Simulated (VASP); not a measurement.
Crystal: Ir.

```
CELL_PARAMETERS angstrom
0.00000 1.91974 1.91974
1.91974 0.00000 1.91974
1.91974 1.91974 0.00000
ATOMIC_POSITIONS crystal
Ir 0.00000 0.00000 0.00000
```

- Program: VASP 6.6.1
- Task: relaxation of cell and atoms
- Functional: LDA
- Potentials or basis: VASP PAW LDA potentials, release 64 (Ir_sv_GW)
- Cutoff: 560 eV
- k mesh: 19 × 19 × 19
- Occupations: fermi-dirac, width 0.08 eV
- Spin: no spin polarisation

At the start: pressure -8.7 GPa; volume 14.15 Å³/atom.

**Question.** How do energy, volume and symmetry change on relaxing?

**Answer.** Over 4 steps the energy falls by 8.5 meV/atom and the volume is 13.84 Å³/atom (-2.2 %); space group Fm-3m (No. 225, to 0.1 Å) before and after.

Step by step:
| step | energy change (eV) | largest force (eV/Å) | pressure (GPa) | volume (Å³) |
| --- | --- | --- | --- | --- |
| 1 | 0.0000 | 0.0000 | -8.66 | 14.15 |
| 2 | 0.1532 | 0.0000 | 47.11 | 12.64 |
| 3 | -0.0085 | 0.0000 | -0.39 | 13.86 |
| 4 | -0.0085 | 0.0000 | -0.05 | 13.84 |

Final structure:
```
Ir
1.0
     0.00000    1.90579    1.90579
     1.90579    0.00000    1.90579
     1.90579    1.90579    0.00000
Ir
1
Direct
  0.00000 0.00000 0.00000
```
